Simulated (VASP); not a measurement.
# ZnCu (Pm-3m) in VASP: further runs

ZnCu is run at these levels: r2SCAN; tasks: electric field gradients.

Program: VASP 6.6.1. These are calculated values, not measurements. Logs are shortened: lines on timing, memory, paths and dates and some standing lists are left out, and cuts for length are marked.

### Step 1. The cell of the first run

It takes space group Pm-3m (No. 221, cubic). The conventional cell has a = 2.921 Å, b = 2.921 Å, c = 2.921 Å, α = 90.00°, β = 90.00°, γ = 90.00°. Within 3.3 Å of Zn (site symmetry m-3m) lie 8 Cu at 2.53 Å and 6 Zn at 2.92 Å. Within 3.3 Å of Cu (site symmetry m-3m) lie 8 Zn at 2.53 Å and 6 Cu at 2.92 Å.

### Step 2. Electric field gradients, r2SCAN

POSCAR

```
ZnCu
1.0
    2.9205539200      0.0000000000      0.0000000000
    0.0000000000      2.9205539200      0.0000000000
    0.0000000000      0.0000000000      2.9205539200
Zn Cu
1 1
Direct
    0.5000000000      0.5000000000      0.5000000000
    0.0000000000      0.0000000000      0.0000000000
```

INCAR.step1

```
ALGO = Normal
EDIFF = 1E-4
ENCUT = 520
GGA = PE
ISMEAR = -1
LASPH = T
LCHARG = F
LREAL = F
LWAVE = T
NBANDS = 18
NELM = 80
PREC = Accurate
SIGMA = 0.05
```

INCAR.step2

```
ALGO = Normal
EDIFF = 1E-8
ENCUT = 520
ISIF = 2
ISMEAR = -1
ISTART = 1
LASPH = T
LCHARG = F
LEFG = T
LMIXTAU = T
LREAL = F
LWAVE = F
METAGGA = R2SCAN
NBANDS = 18
NELM = 80
PREC = Accurate
SIGMA = 0.05
```

KPOINTS

```
k-points
0
Gamma
  4 4 4
```

Potentials or basis: VASP PAW PBE potentials, release 64 (Zn, Cu).

Run with:

```sh
cat potpaw_PBE.64/Zn/POTCAR potpaw_PBE.64/Cu/POTCAR > POTCAR
cp INCAR.step1 INCAR
mpirun -np 1 vasp_std > vasp.out
cp INCAR.step2 INCAR
mpirun -np 1 vasp_std > vasp.out
```

OUTCAR:

```text
EDIFF = 1E-8
   ENCUT = 520
   ISIF = 2
   ISMEAR = -1
   ISTART = 1
   LASPH = T
   LREAL = F
   METAGGA = R2SCAN
   NELM = 80
   PREC = Accurate

 ion  position               nearest neighbor table
   1  0.500  0.500  0.500-   2 2.53   2 2.53   2 2.53   2 2.53   2 2.53   2 2.53   2 2.53   2 2.53

   2  0.000  0.000  0.000-   1 2.53   1 2.53   1 2.53   1 2.53   1 2.53   1 2.53   1 2.53   1 2.53

  LATTYP: Found a simple cubic cell.
 ALAT       =     2.9205539200

  Lattice vectors:

 A1 = (   2.9205539200,   0.0000000000,   0.0000000000)
 A2 = (   0.0000000000,   2.9205539200,   0.0000000000)
 A3 = (   0.0000000000,   0.0000000000,   2.9205539200)

Analysis of symmetry for initial positions (statically):
=====================================================================
 Subroutine PRICEL returns:
 Original cell was already a primitive cell.

 Routine SETGRP: Setting up the symmetry group for a
 simple cubic supercell.

 Subroutine GETGRP returns: Found 48 space group operations
 (whereof 48 operations were pure point group operations)
 out of a pool of 48 trial point group operations.

The static configuration has the point symmetry O_h .

Analysis of symmetry for dynamics (positions and initial velocities):
=====================================================================
 Subroutine PRICEL returns:
 Original cell was already a primitive cell.

 Routine SETGRP: Setting up the symmetry group for a
 simple cubic supercell.

 Subroutine GETGRP returns: Found 48 space group operations
 (whereof 48 operations were pure point group operations)
 out of a pool of 48 trial point group operations.

The dynamic configuration has the point symmetry O_h .

 Subroutine INISYM returns: Found 48 space group operations
 (whereof 48 operations are pure point group operations),
 and found     1 'primitive' translations

----------------------------------------------------------------------------------------

                                     Primitive cell

  volume of cell :      24.9113

  direct lattice vectors                    reciprocal lattice vectors
     2.920553920  0.000000000  0.000000000     0.342400800  0.000000000  0.000000000
     0.000000000  2.920553920  0.000000000     0.000000000  0.342400800  0.000000000
     0.000000000  0.000000000  2.920553920     0.000000000  0.000000000  0.342400800

  length of vectors
     2.920553920  2.920553920  2.920553920     0.342400800  0.342400800  0.342400800

  position of ions in fractional coordinates (direct lattice)
     0.500000000  0.500000000  0.500000000
     0.000000000  0.000000000  0.000000000

  ion indices of the primitive-cell ions
   primitive index   ion index
                 1           1
                 2           2

----------------------------------------------------------------------------------------

 KPOINTS: k-points

Automatic generation of k-mesh.
 Grid dimensions read from file:
 generate k-points for:    4    4    4

 Generating k-lattice:

  Cartesian coordinates                     Fractional coordinates (reciprocal lattice)
     0.085600200  0.000000000  0.000000000     0.250000000  0.000000000  0.000000000
     0.000000000  0.085600200  0.000000000     0.000000000  0.250000000  0.000000000
     0.000000000  0.000000000  0.085600200     0.000000000  0.000000000  0.250000000

  Length of vectors
     0.085600200  0.085600200  0.085600200

  Shift w.r.t. Gamma in fractional coordinates (k-lattice)
     0.000000000  0.000000000  0.000000000

 Subroutine IBZKPT returns following result:
 ===========================================

 Found     10 irreducible k-points:

 Following reciprocal coordinates:
            Coordinates               Weight
  0.000000  0.000000  0.000000      1.000000
  0.250000  0.000000  0.000000      6.000000
  0.500000  0.000000  0.000000      3.000000
  0.250000  0.250000  0.000000     12.000000
  0.500000  0.250000  0.000000     12.000000
  0.500000  0.500000  0.000000      3.000000
  0.250000  0.250000  0.250000      8.000000
  0.500000  0.250000  0.250000     12.000000
  0.500000  0.500000  0.250000      6.000000
  0.500000  0.500000  0.500000      1.000000
   k-points           NKPTS =     10   k-points in BZ     NKDIM =     10   number of bands    NBANDS=     18
   number of dos      NEDOS =    301   number of ions     NIONS =      2
   total plane-waves  NPLWV =  13824
   dimension x,y,z NGX =    24 NGY =   24 NGZ =   24
   dimension x,y,z NGXF=    48 NGYF=   48 NGZF=   48
   ions per type =               1   1
   NGX,Y,Z   is equivalent  to a cutoff of  13.66, 13.66, 13.66 a.u.
   NGXF,Y,Z  is equivalent  to a cutoff of  27.32, 27.32, 27.32 a.u.
 SYSTEM =  unknown system
   PREC   = accura    normal or accurate (medium, high low for compatibility)
   ISTART =      1    job   : 0-new  1-cont  2-samecut
   ICHARG =      0    charge: 1-file 2-atom 10-const
   ISPIN  =      1    spin polarized calculation?
   LNONCOLLINEAR =      F non collinear calculations
   LSORBIT =      F    spin-orbit coupling
   LASPH  =      T    aspherical Exc in radial PAW
   ENCUT  =  520.0 eV  38.22 Ry    6.18 a.u.   5.43  5.43  5.43*2*pi/ulx,y,z
   NELM   =     80;   NELMIN=  2; NELMDL=  0     # of ELM steps
   EDIFF  = 0.1E-07   stopping-criterion for ELM
   LREAL  =      F    real-space projection
   EDIFFG = 0.1E-06   stopping-criterion for IOM
   NSW    =      0    number of steps for IOM
   IBRION =     -1    ionic relax: 0-MD 1-quasi-New 2-CG
   NFREE  =      0    steps in history (QN), initial steepest desc. (CG)
   ISIF   =      2    stress and relaxation
   ISYM   =      2    0-nonsym 1-usesym 2-fastsym
   POTIM  = 0.5000    time-step for ionic-motion
   TEBEG  =    0.0;   TEEND  =   0.0 temperature during run
   PSTRESS=    0.0 pullay stress
   NELECT =      23.0000    total number of electrons
   NUPDOWN=      -1.0000    fix difference up-down
   EMIN   =  10.00;   EMAX   =-10.00  energy-range for DOS
   EFERMI =   0.00;   METHOD = LEGACY
   ISMEAR =    -1;   SIGMA  =   0.05  broadening in eV -4-tet -1-fermi 0-gaus
   EFERMI_NEDOS =   21; number of points for ismear=-14 and -15
   IALGO  =     38    algorithm
   IMIX   =      4    mixing-type and parameters
     AMIX     =   0.40;   BMIX     =  1.00
     AMIX_MAG =   1.60;   BMIX_MAG =  1.00
  volume/ion in A,a.u.               =      12.46        84.05
  Fermi-wavevector in a.u.,A,eV,Ry     =   1.594112  3.012435 34.575039  2.541194
  Thomas-Fermi vector in A             =   2.692237
   LORBIT       =      0    0 simple, 1 ext, 2 COOP (PROOUT), +10 PAW based schemes
   METAGGA = R2SCAN    functional components
   LHFCALC =     F    Hartree Fock is set to
   AEXX    =    0.0000 exact exchange contribution
   IVDW    =     0    specifies the selected vdW correction
   LEPSILON=     F    determine dielectric tensor
   LRPA    =     F    only Hartree local field effects (RPA)
 non-spin polarized calculation
  energy-cutoff  :      520.00
  volume of cell :       24.91
 maximum number of plane-waves:       691
 NGX is ok and might be reduce to    24
   NGX = 11   NGY = 11   NGZ = 11

 number of electron      22.9999986 magnetization

 Free energy of the ion-electron system (eV)
  ---------------------------------------------------
  ext. energy  EPLUGINS =         0.00000000
  ---------------------------------------------------
  free energy    TOTEN  =       -20.00974728 eV

  energy without entropy =      -19.99920334  energy(sigma->0) =      -20.00447531

 E-fermi :   6.0179     XC(G=0): -13.6889

 val. band max:        5.9629823601   @ k =   0.5000   0.5000   0.2500
 cond. band min:       6.7037009699   @ k =   0.2500   0.0000   0.0000
 fundamental gap:      0.7407186097
 Fermi energy:         6.0179128272

 k-point     1 :       0.0000    0.0000    0.0000
  band No.  band energies     occupation
      1      -5.3542      2.00000
      2      -2.6527      2.00000
      3      -2.6527      2.00000
      4      -1.8788      2.00000
      5      -1.8788      2.00000
      6      -1.8788      2.00000
[... 10 lines left out ...]
     17      19.1859      0.00000
     18      30.3061      0.00000
[... 169 lines left out ...]
 k-point    10 :       0.5000    0.5000    0.5000
  band No.  band energies     occupation
      1      -2.5118      2.00000
      2      -2.5118      2.00000
      3      -2.5118      2.00000
      4      -1.5667      2.00000
      5      -1.5667      2.00000
      6       1.0690      2.00000
[... 10 lines left out ...]
     17      10.3673      0.00000
     18      12.5840      0.00000

------------------------ aborting loop because EDIFF is reached ----------------------------------------

  FORCE on cell =-STRESS in cart. coord.  units (eV):
  Direction    XX          YY          ZZ          XY          YZ          ZX
  --------------------------------------------------------------------------------------
  -------------------------------------------------------------------------------------
  Total       -0.0666479     -0.0666479     -0.0666479      0.0000000      0.0000000     -0.0000000
  in kB       -4.2864856     -4.2864856     -4.2864856      0.0000000      0.0000000     -0.0000000
  external PRESSURE =      -4.2864856 kB  Pullay stress =       0.0000000 kB

 VOLUME and BASIS-vectors are now :
 -----------------------------------------------------------------------------
  energy-cutoff  :      520.00
  volume of cell :       24.91
      direct lattice vectors                 reciprocal lattice vectors
     2.920553920  0.000000000  0.000000000     0.342400800  0.000000000  0.000000000
     0.000000000  2.920553920  0.000000000     0.000000000  0.342400800  0.000000000
     0.000000000  0.000000000  2.920553920     0.000000000  0.000000000  0.342400800

 POSITION                                       TOTAL-FORCE (eV/Angst)
 -----------------------------------------------------------------------------------
      1.46028      1.46028      1.46028         0.000000      0.000000      0.000000
      0.00000      0.00000      0.00000         0.000000      0.000000      0.000000
 -----------------------------------------------------------------------------------
    total drift:                                0.000000      0.000000     -0.000000

  FREE ENERGIE OF THE ION-ELECTRON SYSTEM (eV)
  ---------------------------------------------------
  free  energy   TOTEN  =       -20.0097472844 eV

  energy  without entropy=      -19.9992033367  energy(sigma->0) =      -20.00447531

 Electric field gradients (V/A^2)
---------------------------------------------------------------------
 ion       V_xx      V_yy      V_zz      V_xy      V_xz      V_yz
---------------------------------------------------------------------
   1       0.000     0.000     0.000     0.000    -0.000    -0.000
   2      -0.000    -0.000    -0.000    -0.000     0.000     0.000
---------------------------------------------------------------------

 Electric field gradients after diagonalization (V/A^2)
 (convention: |V_zz| > |V_xx| > |V_yy|)
----------------------------------------------------------------------
 ion       V_xx      V_yy      V_zz     asymmetry (V_yy - V_xx)/ V_zz
----------------------------------------------------------------------
   1       0.000     0.000     0.000      -0.042
   2      -0.000    -0.000    -0.000      -0.533
----------------------------------------------------------------------

           NMR quadrupolar parameters

 Cq : quadrupolar parameter    Cq=e*Q*V_zz/h
 eta: asymmetry parameters     (V_yy - V_xx)/ V_zz
 Q  : nuclear electric quadrupole moment in mb (millibarn)
----------------------------------------------------------------------
 ion       Cq(MHz)       eta       Q (mb)
----------------------------------------------------------------------
   1       0.000      -0.042       1.000
   2      -0.000      -0.533       1.000
----------------------------------------------------------------------
```

It took 19 s on 1 thread of AMD EPYC 9R45 (Zen 5), shared host; peak memory 0.11 GiB.

What came out:

- Free energy: -20.0097 eV
- Pressure: -0.4 GPa
- Band gap on the k mesh: zero (an odd number of electrons rules out a gap without spin polarisation)
- Largest electric field gradient by atom: under 0.05 V/Å² on every atom

Caveat: the k points lie up to 0.54 Å⁻¹ apart, too coarse for converged energies and pressures of a metal; the PAW data sets were made with another functional, which shifts forces and pressure a little.

[end of part 1 of 3]

The gap in the log of VASP goes by the Fermi energy; the results here count the filled bands.